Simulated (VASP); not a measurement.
A run of VASP 6.6.1 is set up as follows.

File POSCAR:

```
MgS
1.0
    2.6146582500      2.6146582500      0.0000000000
   -2.6146582500      2.6146582500      0.0000000000
    0.0000000000      2.6146582500      2.5938450500
Mg S
1 1
Direct
    0.0000000000      0.0000000000      0.0000000000
    0.5000000000      0.5000000000      0.0000000000
```

Contents of INCAR.step1:

```
SYSTEM = MgS
PREC = Accurate
ENCUT = 520
ISMEAR = 0
SIGMA = 0.01
LREAL = .FALSE.
LASPH = .TRUE.
NELM = 100
NBANDS = 11
GGA = PE
ALGO = Normal
EDIFF = 1E-4
LWAVE = .TRUE.
LCHARG = .FALSE.
```

The input INCAR.step2:

```
SYSTEM = MgS
PREC = Accurate
ENCUT = 520
EDIFF = 1E-6
ISMEAR = 0
SIGMA = 0.01
LREAL = .FALSE.
LASPH = .TRUE.
NELM = 100
ALGO = Normal
ISIF = 2
LWAVE = .FALSE.
LCHARG = .FALSE.
METAGGA = R2SCAN
LMIXTAU = .TRUE.
NBANDS = 11
ISTART = 1
```

The input KPOINTS:

```
regular mesh
0
G
  8 8 8
  0 0 0
```

Potentials or basis: VASP PAW PBE potentials, release 64 (Mg, S).

The run is started by

```bash
$ cat potpaw_PBE.64/Mg/POTCAR potpaw_PBE.64/S/POTCAR > POTCAR
$ cp INCAR.step1 INCAR
$ mpirun -np 1 vasp_std > vasp.out
$ cp INCAR.step2 INCAR
$ mpirun -np 1 vasp_std > vasp.out
```

Predict the band gap on the k mesh.

3.38 eV, indirect (least direct gap 4.54 eV).

What does it give for the pressure?

-1.0 GPa.

Stress tensor (GPa, compression positive):
```
-1.28  0.00  0.00
 0.00 -1.28  0.00
 0.00  0.00 -0.46
```

Caveat: the cell differs from its parent crystal (in-plane strain +0.005); the PAW data sets were made with another functional, which shifts forces and pressure a little. A k mesh can miss the band edges.
